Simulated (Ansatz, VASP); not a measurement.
Two plane-wave programs on KCl

INCAR

```
PREC = Accurate
ENCUT = 520
EDIFF = 1E-6
ISMEAR = -1
SIGMA = 0.02
LREAL = False
LASPH = True
NELM = 80
ALGO = Normal
ISIF = 2
LWAVE = False
LCHARG = False
GGA = PE
NBANDS = 15
```

File KPOINTS:

```
regular mesh
0
Gamma
  8 8 8
```

Contents of POSCAR:

```
KCl
1.0
    3.6550447693      0.0000000000      0.0000000000
    0.0000000000      3.6550447693      0.0000000000
    0.0000000000      0.0000000000      3.8080688468
K Cl
1 1
Direct
    0.0000000000      0.0000000000      0.0000000000
    0.5000000000      0.5000000000      0.5000000000
```

Input for Ansatz:

```yaml
crystal:
  lattice:
    - [3.6550447693, 0.0, 0.0]
    - [0.0, 3.6550447693, 0.0]
    - [0.0, 0.0, 3.8080688468]
  atoms:
    - { symbol: K, position: [0.0, 0.0, 0.0] }
    - { symbol: Cl, position: [0.5, 0.5, 0.5] }
kpoints:
  mp_grid: { grid: [8, 8, 8] }
  band_path:
    path:
      - [0.0, 0.0, 0.0]
      - [0.0, 0.5, 0.0]
      - [0.5, 0.5, 0.0]
      - [0.5, 0.5, 0.5]
      - [0.0, 0.5, 0.5]
    npoints: 1
hamiltonian:
  xc: pbe
scf:
  occupations: { method: fermi_dirac, width: 0.02 }
  n_extra_bands: 4
output:
  forces: true
  stress: true
  eigenvalues: true
```

Change from the starting cell: epitaxial_xy strain -3.1%.

Alike in both runs: task single point; functional PBE; k mesh 8 × 8 × 8; occupations fermi-dirac, width 0.02 eV; no spin polarisation.

|  | VASP | Ansatz |
| --- | --- | --- |
| version | VASP 6.6.1 | Ansatz 0.2.0 |
| potentials or method | VASP PAW PBE potentials, release 64 (K_sv, Cl) | plane waves, PAW |
| plane-wave cutoff (eV) | 520 | 420 |
| valence electrons in the cell | 16 | 16 |

VASP gave:

| Item | Value |
| --- | --- |
| gap on the k mesh at the Fermi level (eV) | 5.17 |
| pressure (GPa) | 2.5 |
| traceless stress, the component that is largest in VASP (GPa) | -1.32 |

**Question.** What did Ansatz give for the same quantities?

**Answer.** gap on the k mesh at the Fermi level (eV): 5.18; pressure (GPa): 2.5; traceless stress, the component that is largest in VASP (GPa): -1.32.
